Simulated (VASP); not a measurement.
AgCl: electric field gradients with LDA

The system is AgCl.

```
Ag Cl
1.0
     0.00000    2.77315    2.85634
     2.77315    0.00000    2.85634
     2.77315    2.77315    0.00000
Ag Cl
1 1
Direct
  0.50000 0.50000 0.50000
  0.00000 0.00000 0.00000
```

This cell differs from its parent crystal: zz strain of +3 %.

```
Program                : VASP 6.6.1
Task                   : electric field gradients
Functional             : LDA
Potentials or basis    : VASP PAW LDA potentials, release 64 (Ag, Cl)
Cutoff                 : 520 eV
k mesh                 : 8 × 8 × 8
Occupations            : fermi-dirac, width 0.02 eV
Spin                   : no spin polarisation
Dipole correction      : no
Further INCAR settings : ALGO = Normal; EDIFF = 1e-08; NBANDS = 16
```

| Item | Value |
| --- | --- |
| Pressure | -6.5 GPa |
| Band gap on the k mesh | 0.56 eV, indirect (least direct gap 2.78 eV) |

Levels at points of the mesh, in eV from the valence-band top:
| k point | band 7 | band 8 | band 9 | band 10 | band 11 | band 12 |
| --- | --- | --- | --- | --- | --- | --- |
| (0.00, 0.00, 0.00) | -2.31 | -2.31 | -2.21 | 0.56 | 10.61 | 10.69 |
| (0.50, 0.00, 0.00) | -1.83 | -0.18 | 0.00 | 3.95 | 6.10 | 7.27 |
| (0.50, 0.50, 0.00) | -2.03 | -2.03 | -1.97 | 2.10 | 7.91 | 8.00 |
| (0.50, 0.00, 0.50) | -2.04 | -2.02 | -1.96 | 2.07 | 7.74 | 8.29 |

Electric field gradients, principal values (V/Å²):
| atom | least | middle | greatest (by size) |
| --- | --- | --- | --- |
| 1 Ag | -8.136 | -8.136 | 16.272 |
| 2 Cl | 7.461 | 7.463 | -14.923 |

It took 44 s on 1 thread of Intel(R) Xeon(R) Platinum 8175M CPU @ 2.50GHz (Skylake/Cascade Lake), on a shared host, peak memory 0.17 GiB.

Caveat: the cell differs from its parent crystal (zz strain of +3 %); without QUAD_EFG the Cq values of the log hold for a quadrupole moment of 1 mb, not for the nuclei. A k mesh can miss the band edges.
